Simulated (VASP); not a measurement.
# Ag (Fm-3m) in VASP: further runs, part 2 of 2

VASP 6.6.1. The steps go on from the part before.

## Step 3: Single point, r2SCAN0

This run uses another cell than the first one, of 17.39 Å³/atom.

File POSCAR:

```
Ag
1.0
    0.0000000000      2.0562785400      2.0562785400
    2.0562785400      0.0000000000      2.0562785400
    2.0562785400      2.0562785400      0.0000000000
Ag
1
Direct
    0.0000000000      0.0000000000      0.0000000000
```

File INCAR.step1:

```
SYSTEM = Ag
ALGO = Normal
EDIFF = 1E-5
ENCUT = 510
GGA = PE
GGA_COMPAT = .FALSE.
ISIF = 2
ISMEAR = -1
LASPH = .TRUE.
LCHARG = .FALSE.
LREAL = .FALSE.
LWAVE = .TRUE.
NBANDS = 16
NELM = 120
PREC = Accurate
SIGMA = 0.05
```

File INCAR.step2:

```
SYSTEM = Ag
AEXX = 0.25
ALGO = Normal
EDIFF = 1E-6
ENCUT = 510
GGA_COMPAT = .FALSE.
ISIF = 2
ISMEAR = -1
ISTART = 1
LASPH = .TRUE.
LCHARG = .FALSE.
LHFCALC = .TRUE.
LMIXTAU = .TRUE.
LREAL = .FALSE.
LWAVE = .FALSE.
METAGGA = R2SCAN
NBANDS = 16
NELM = 120
PREC = Accurate
PRECFOCK = Normal
SIGMA = 0.05
```

File KPOINTS:

```
k-points
0
G
  6 6 6
  0 0 0
```

Potentials or basis: VASP PAW PBE potentials, release 64 (Ag_sv_GW).

Run with:

```
cat potpaw_PBE.64/Ag_sv_GW/POTCAR > POTCAR
cp INCAR.step1 INCAR
mpirun -np 1 vasp_std > vasp.out
cp INCAR.step2 INCAR
mpirun -np 1 vasp_std > vasp.out
```

OUTCAR:

```text
SYSTEM = Ag
   AEXX = 0.25
   EDIFF = 1E-6
   ENCUT = 510
   ISIF = 2
   ISMEAR = -1
   ISTART = 1
   LASPH = .TRUE.
   LHFCALC = .TRUE.
   LREAL = .FALSE.
   METAGGA = R2SCAN
   NELM = 120
   PREC = Accurate
   PRECFOCK = Normal

 ion  position               nearest neighbor table
   1  0.000  0.000  0.000-

  LATTYP: Found a face centered cubic cell.
 ALAT       =     4.1125570800

  Lattice vectors:

 A1 = (   0.0000000000,   2.0562785400,   2.0562785400)
 A2 = (   2.0562785400,   0.0000000000,   2.0562785400)
 A3 = (   2.0562785400,   2.0562785400,   0.0000000000)

Analysis of symmetry for initial positions (statically):
=====================================================================
 Subroutine PRICEL returns:
 Original cell was already a primitive cell.

 Routine SETGRP: Setting up the symmetry group for a
 face centered cubic supercell.

 Subroutine GETGRP returns: Found 48 space group operations
 (whereof 48 operations were pure point group operations)
 out of a pool of 48 trial point group operations.

The static configuration has the point symmetry O_h .

Analysis of symmetry for dynamics (positions and initial velocities):
=====================================================================
 Subroutine PRICEL returns:
 Original cell was already a primitive cell.

 Routine SETGRP: Setting up the symmetry group for a
 face centered cubic supercell.

 Subroutine GETGRP returns: Found 48 space group operations
 (whereof 48 operations were pure point group operations)
 out of a pool of 48 trial point group operations.

The dynamic configuration has the point symmetry O_h .

 Subroutine INISYM returns: Found 48 space group operations
 (whereof 48 operations are pure point group operations),
 and found     1 'primitive' translations

----------------------------------------------------------------------------------------

[... 106 lines left out ...]
   METAGGA = R2SCAN    functional components
   LHFCALC =     T    Hartree Fock is set to
   PRECFOCK=normal    Normal, Fast or Accurate (Low or Medium for compatibility)
   ENCUT4O =  -1.0   cutoff for four orbital integrals eV
   NKREDX  =     1    reduce k-point grid by
   NKREDY  =     1    reduce k-point grid by
   NKREDZ  =     1    reduce k-point grid by
   AEXX    =    0.2500 exact exchange contribution
   HFSCREEN=    0.0000 screening length (either q_TF or 0.3 A-1)
   HFSCREENC=   0.0000 screening length for correlation (either q_TF or 0.3 A-1)
   ENCUTFOCK=  -1.0 apply spherical cutoff to Coloumb kernel
   IVDW    =     0    specifies the selected vdW correction
   LEPSILON=     F    determine dielectric tensor
   LRPA    =     F    only Hartree local field effects (RPA)
 non-spin polarized calculation
  energy-cutoff  :      510.00
  volume of cell :       17.39
 maximum number of plane-waves:       468
 NGX is ok and might be reduce to    24
  NGX = 18; NGY = 18; NGZ = 18

 number of electron      18.9999989 magnetization

 Free energy of the ion-electron system (eV)
  ---------------------------------------------------
  ext. energy  EPLUGINS =         0.00000000
  ---------------------------------------------------
  free energy    TOTEN  =       -12.45476370 eV

  energy without entropy =      -12.44907620  energy(sigma->0) =      -12.45191995

 E-fermi :   6.4231     XC(G=0): -10.1354

 val. band max:        6.3563695674   @ k =   0.5000   0.3333   0.1667
 cond. band min:       6.9482435635   @ k =   0.5000   0.0000   0.0000
 fundamental gap:      0.5918739962
 Fermi energy:         6.4231202178

 k-point     1 :       0.0000    0.0000    0.0000
  band No.  band energies     occupation
      1     -92.4011      2.00000
      2     -53.8603      2.00000
      3     -53.8603      2.00000
      4     -53.8603      2.00000
      5      -2.1739      2.00000
      6       0.1207      2.00000
[... 281 lines left out ...]
      3     -53.9597      2.00000
      4     -53.9342      2.00000
      5      -0.9934      2.00000
      6      -0.8177      2.00000
[... 8 lines left out ...]
     15      30.5967      0.00000
     16      34.2168      0.00000

------------------------ aborting loop because EDIFF is reached ----------------------------------------

  FORCE on cell =-STRESS in cart. coord.  units (eV):
  Direction    XX          YY          ZZ          XY          YZ          ZX
  --------------------------------------------------------------------------------------
  -------------------------------------------------------------------------------------
  Total       -0.2115357     -0.2115357     -0.2115357      0.0000000     -0.0000000     -0.0000000
  in kB      -19.4902942    -19.4902942    -19.4902942      0.0000000     -0.0000000     -0.0000000
  external PRESSURE =     -19.4902942 kB  Pullay stress =       0.0000000 kB

 VOLUME and BASIS-vectors are now :
 -----------------------------------------------------------------------------
  energy-cutoff  :      510.00
  volume of cell :       17.39
      direct lattice vectors                 reciprocal lattice vectors
     0.000000000  2.056278540  2.056278540    -0.243157719  0.243157719  0.243157719
     2.056278540  0.000000000  2.056278540     0.243157719 -0.243157719  0.243157719
     2.056278540  2.056278540  0.000000000     0.243157719  0.243157719 -0.243157719

 POSITION                                       TOTAL-FORCE (eV/Angst)
 -----------------------------------------------------------------------------------
      0.00000      0.00000      0.00000         0.000000      0.000000      0.000000
 -----------------------------------------------------------------------------------
    total drift:                                0.000000      0.000003      0.000001

  FREE ENERGIE OF THE ION-ELECTRON SYSTEM (eV)
  ---------------------------------------------------
  free  energy   TOTEN  =       -12.4547637012 eV

  energy  without entropy=      -12.4490762034  energy(sigma->0) =      -12.45191995
```

OSZICAR.step1:

```text
N       E                     dE             d eps       ncg     rms          rms(c)
DAV:   1     0.234830922338E+03    0.23483E+03   -0.12034E+04   568   0.146E+03
DAV:   2     0.515427583299E+01   -0.22968E+03   -0.21456E+03   528   0.556E+02
DAV:   3    -0.157349503000E+01   -0.67278E+01   -0.66840E+01   776   0.106E+02
DAV:   4    -0.168574370455E+01   -0.11225E+00   -0.11224E+00   584   0.127E+01
DAV:   5    -0.169525854255E+01   -0.95148E-02   -0.95147E-02   888   0.393E+00    0.650E+00
DAV:   6    -0.639418770706E+00    0.10558E+01   -0.28351E+00   776   0.441E+01    0.229E+00
DAV:   7    -0.604935317539E+00    0.34483E-01   -0.93287E-02   840   0.718E+00    0.125E+00
DAV:   8    -0.590835318726E+00    0.14100E-01   -0.24299E-02   640   0.330E+00    0.223E-01
DAV:   9    -0.591069735697E+00   -0.23442E-03   -0.56467E-04   832   0.392E-01    0.878E-02
DAV:  10    -0.591090888357E+00   -0.21153E-04   -0.37164E-05   680   0.117E-01    0.930E-03
DAV:  11    -0.591091639643E+00   -0.75129E-06   -0.25212E-06   424   0.214E-02
   1 F= -.59109164E+00 E0= -.58727572E+00  d E =-.763183E-02
```

Run time: 13 min. Hardware: 1 thread of Intel Xeon 6975P-C (Granite Rapids), shared host; peak memory 0.16 GiB.

What came out:

| Quantity | Value |
| --- | --- |
| Free energy | -12.4548 eV |
| Pressure | -1.9 GPa |
| Band gap on the k mesh | zero (an odd number of electrons rules out a gap without spin polarisation) |

Levels at points of the mesh, in eV from the Fermi level:
| k point | band 7 | band 8 | band 9 | band 10 | band 11 | band 12 | band 13 | band 14 |
| --- | --- | --- | --- | --- | --- | --- | --- | --- |
| (0.00, 0.00, 0.00) | -6.30 | -6.30 | -5.25 | -5.25 | 17.86 | 21.64 | 21.64 | 21.64 |
| (0.50, 0.00, 0.00) | -6.33 | -4.35 | -4.35 | 0.53 | 4.90 | 17.08 | 20.08 | 20.08 |
| (0.50, 0.50, 0.00) | -4.43 | -4.10 | -4.10 | 2.87 | 8.36 | 12.60 | 12.60 | 19.22 |

Caveat: the k points lie up to 0.44 Å⁻¹ apart, too coarse for converged energies and pressures of a metal; the PAW data sets were made with another functional, which shifts forces and pressure a little.

## Step 4: Single point, HF

This run uses another cell than the first one, of 17.73 Å³/atom.

File POSCAR:

```
Ag
1.0
    0.0000000000      2.0696313722      2.0696313722
    2.0696313722      0.0000000000      2.0696313722
    2.0696313722      2.0696313722      0.0000000000
Ag
1
Direct
    0.0000000000      0.0000000000      0.0000000000
```

File INCAR.step1:

```
  PREC = Accurate
  ENCUT = 470
  EDIFF = 1E-5
  ISMEAR = -1
  SIGMA = 0.05
  LREAL = False
  LASPH = True
  NELM = 120
  ALGO = Normal
  ISIF = 2
  LWAVE = True
  LCHARG = False
  NBANDS = 16
  GGA = PE
  GGA_COMPAT = False
```

File INCAR.step2:

```
  PREC = Accurate
  ENCUT = 470
  EDIFF = 1E-6
  ISMEAR = -1
  SIGMA = 0.05
  LREAL = False
  LASPH = True
  NELM = 120
  ALGO = Normal
  ISIF = 2
  LWAVE = False
  LCHARG = False
  GGA = PE
  LHFCALC = True
  AEXX = 1.0
  ALDAC = 0.0
  AGGAC = 0.0
  PRECFOCK = Normal
  NBANDS = 16
  ISTART = 1
  GGA_COMPAT = False
```

File KPOINTS:

```
Automatic mesh
0
Gamma
  6 6 6
```

Run with:

```
cat potpaw_PBE.64/Ag_sv_GW/POTCAR > POTCAR
cp INCAR.step1 INCAR
mpirun -np 1 vasp_std > vasp.out
cp INCAR.step2 INCAR
mpirun -np 1 vasp_std > vasp.out
```

Run time: 8.3 min. Hardware: 1 thread of Intel Xeon 6975P-C (Granite Rapids), shared host; peak memory 0.15 GiB.

The run converged. Its results:

* Free energy: 8.7677 eV
* Pressure: 10.9 GPa
* Band gap on the k mesh: zero (an odd number of electrons rules out a gap without spin polarisation)

Levels at points of the mesh, in eV from the Fermi level:
| k point | band 8 | band 9 | band 10 | band 11 | band 12 | band 13 |
| --- | --- | --- | --- | --- | --- | --- |
| (0.00, 0.00, 0.00) | -11.37 | -10.25 | -10.25 | 21.53 | 25.56 | 25.56 |
| (0.50, 0.00, 0.00) | -9.14 | -9.14 | -0.55 | 7.66 | 20.65 | 24.29 |
| (0.50, 0.50, 0.00) | -8.82 | -8.82 | 5.37 | 11.75 | 16.36 | 16.36 |

Caveat: the k points lie up to 0.44 Å⁻¹ apart, too coarse for converged energies and pressures of a metal; the PAW data sets were made with another functional, which shifts forces and pressure a little.

## Step 5: Single point, r2SCAN0

This run uses another cell than the first one, of 17.73 Å³/atom.

POSCAR is that of step 4.

File INCAR.step1:

```
ALGO = Normal ; EDIFF = 1E-5
ENCUT = 510 ; GGA = PE
GGA_COMPAT = F ; ISIF = 2
ISMEAR = -1 ; LASPH = T
LCHARG = F ; LREAL = F
LWAVE = T ; NBANDS = 16
NELM = 120 ; PREC = Accurate
SIGMA = 0.05
```

File INCAR.step2:

```
AEXX = 0.25 ; ALGO = Normal
EDIFF = 1E-6 ; ENCUT = 510
GGA_COMPAT = F ; ISIF = 2
ISMEAR = -1 ; ISTART = 1
LASPH = T ; LCHARG = F
LHFCALC = T ; LMIXTAU = T
LREAL = F ; LWAVE = F
METAGGA = R2SCAN ; NBANDS = 16
NELM = 120 ; PREC = Accurate
PRECFOCK = Normal ; SIGMA = 0.05
```

File KPOINTS:

```
k-points
0
Gamma
  6 6 6
```

Run with:

```
cat potpaw_PBE.64/Ag_sv_GW/POTCAR > POTCAR
cp INCAR.step1 INCAR
mpirun -np 1 vasp_std > vasp.out
cp INCAR.step2 INCAR
mpirun -np 1 vasp_std > vasp.out
```

It took 15 min on 1 thread of Intel Xeon 6975P-C (Granite Rapids), shared host; peak memory 0.16 GiB.

The run converged. Its results:

| Item | Value |
| --- | --- |
| Free energy | -12.4575 eV |
| Pressure | -3.6 GPa |
| Band gap on the k mesh | zero (an odd number of electrons rules out a gap without spin polarisation) |

Levels at points of the mesh, in eV from the Fermi level:
| k point | band 6 | band 7 | band 8 | band 9 | band 10 | band 11 | band 12 | band 13 | band 14 | band 15 |
| --- | --- | --- | --- | --- | --- | --- | --- | --- | --- | --- |
| (0.00, 0.00, 0.00) | -6.22 | -6.22 | -6.22 | -5.21 | -5.21 | 17.82 | 21.48 | 21.48 | 21.48 | 26.35 |
| (0.50, 0.00, 0.00) | -6.26 | -6.26 | -4.34 | -4.34 | 0.59 | 4.79 | 17.03 | 19.87 | 19.87 | 24.77 |
| (0.50, 0.50, 0.00) | -7.72 | -4.42 | -4.10 | -4.10 | 2.89 | 8.20 | 12.50 | 12.50 | 18.98 | 19.11 |

Caveat: the k points lie up to 0.44 Å⁻¹ apart, too coarse for converged energies and pressures of a metal; the PAW data sets were made with another functional, which shifts forces and pressure a little.

## Step 6: Single point, r2SCAN0

This run uses another cell than the first one, of 18.07 Å³/atom.

File POSCAR:

```
Ag
1.0
    0.0000000000      2.0828140930      2.0828140930
    2.0828140930      0.0000000000      2.0828140930
    2.0828140930      2.0828140930      0.0000000000
Ag
1
Direct
    0.0000000000      0.0000000000      0.0000000000
```

File INCAR.step1:

```
PREC = Accurate
ENCUT = 510
EDIFF = 1E-5
ISMEAR = -1
SIGMA = 0.05
LREAL = F
LASPH = T
NELM = 120
ALGO = Normal
ISIF = 2
LWAVE = T
LCHARG = F
NBANDS = 16
GGA = PE
GGA_COMPAT = F
```

File INCAR.step2:

```
PREC = Accurate
ENCUT = 510
EDIFF = 1E-6
ISMEAR = -1
SIGMA = 0.05
LREAL = F
LASPH = T
NELM = 120
ALGO = Normal
ISIF = 2
LWAVE = F
LCHARG = F
METAGGA = R2SCAN
LHFCALC = T
AEXX = 0.25
LMIXTAU = T
PRECFOCK = Normal
NBANDS = 16
ISTART = 1
GGA_COMPAT = F
```

File KPOINTS:

```
regular mesh
0
Gamma
  6 6 6
```

Potentials or basis: VASP PAW PBE potentials, release 64 (Ag_sv_GW).

Run with:

```
cat potpaw_PBE.64/Ag_sv_GW/POTCAR > POTCAR
cp INCAR.step1 INCAR
mpirun -np 1 vasp_std > vasp.out
cp INCAR.step2 INCAR
mpirun -np 1 vasp_std > vasp.out
```

It took 15 min on 1 thread of Intel Xeon 6975P-C (Granite Rapids), shared host; peak memory 0.16 GiB.

The run converged. Its results:

```yaml
Free_energy: -12.4552 eV
Pressure: -5.3 GPa
Band_gap_on_the_k_mesh: zero (an odd number of electrons rules out a gap without spin polarisation)
```

Levels at points of the mesh, in eV from the Fermi level:
| k point | band 6 | band 7 | band 8 | band 9 | band 10 | band 11 | band 12 | band 13 | band 14 | band 15 |
| --- | --- | --- | --- | --- | --- | --- | --- | --- | --- | --- |
| (0.00, 0.00, 0.00) | -6.15 | -6.15 | -6.15 | -5.18 | -5.18 | 17.77 | 21.32 | 21.32 | 21.32 | 26.12 |
| (0.50, 0.00, 0.00) | -6.18 | -6.18 | -4.33 | -4.33 | 0.65 | 4.68 | 16.98 | 19.67 | 19.67 | 24.49 |
| (0.50, 0.50, 0.00) | -7.60 | -4.41 | -4.10 | -4.10 | 2.91 | 8.06 | 12.40 | 12.40 | 18.74 | 18.85 |

Caveat: the k points lie up to 0.44 Å⁻¹ apart, too coarse for converged energies and pressures of a metal; the PAW data sets were made with another functional, which shifts forces and pressure a little.

## Step 7: Summary

```tsv
level	potentials or basis	cell	k mesh	cutoff (eV)	smearing	dipole correction	grid for exact exchange (PRECFOCK)	share of exact exchange	gap on the mesh (eV)	pressure (GPa)
PBE	VASP PAW PBE potentials, release 64 (Ag)	a = 2.889 Å, angles 60.0°, 1 atom	9 × 9 × 9	520	methfessel-paxton 0.1 eV	-	-	-	none	4.4
r2SCAN0	VASP PAW PBE potentials, release 64 (Ag_sv_GW)	a = 2.908 Å, angles 60.0°, 1 atom	6 × 6 × 6	510	fermi-dirac 0.05 eV	no	Normal	0.25	none	-1.9
HF	VASP PAW PBE potentials, release 64 (Ag_sv_GW)	a = 2.927 Å, angles 60.0°, 1 atom	6 × 6 × 6	470	fermi-dirac 0.05 eV	no	Normal	1	none	10.9
r2SCAN0	VASP PAW PBE potentials, release 64 (Ag_sv_GW)	a = 2.927 Å, angles 60.0°, 1 atom	6 × 6 × 6	510	fermi-dirac 0.05 eV	no	Normal	0.25	none	-3.6
r2SCAN0	VASP PAW PBE potentials, release 64 (Ag_sv_GW)	a = 2.946 Å, angles 60.0°, 1 atom	6 × 6 × 6	510	fermi-dirac 0.05 eV	no	Normal	0.25	none	-5.3
```

Alike in all rows: task single point; no spin polarisation.

Caveats: some runs use coarse meshes; the PAW data sets were made with another functional, which shifts forces and pressure a little (at least some runs); the cell stands under pressure (at least some runs).

Absolute energies hang on the potentials; compare differences alone.

The gap in the log of VASP goes by the Fermi energy; the results here count the filled bands.